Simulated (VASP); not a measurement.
Input of a VASP 6.6.1 run:

Contents of INCAR:

```
SYSTEM = InAs
ALGO = Normal
EDIFF = 1E-7
EDIFFG = -0.02
ENCUT = 450
GGA = PE
GGA_COMPAT = .False.
IBRION = 2
ISIF = 2
ISMEAR = -1
LASPH = .True.
LCHARG = .False.
LREAL = .False.
LWAVE = .False.
NELM = 120
NELMIN = 4
NSW = 80
PREC = Accurate
SIGMA = 0.02
```

File KPOINTS:

```
k-points
0
Gamma
  8 8 8
  0 0 0
```

File POSCAR:

```
InAs
1.0
    0.0000000000      3.0180000000      3.0180000000
    3.0180000000      0.0000000000      3.0180000000
    3.0180000000      3.0180000000      0.0000000000
In As
1 1
Direct
    0.0000000000      0.0000000000      0.0000000000
    0.2500000000      0.2500000000      0.2500000000
```

Potentials or basis: VASP PAW PBE potentials, release 64 (In_d, As).

Launch:

```bash
$ cat potpaw_PBE.64/In_d/POTCAR potpaw_PBE.64/As/POTCAR > POTCAR
$ mpirun -np 1 vasp_std > vasp.out
```

(1) Estimate the band gap on the k mesh.

Answers

(1) zero (filled and empty bands touch).

Caveat: the relaxation stopped at its first step, so nothing moved; semilocal functionals underestimate gaps, and a narrow one can read as zero; spin-orbit coupling is left out, which moves the levels of the heavy elements.
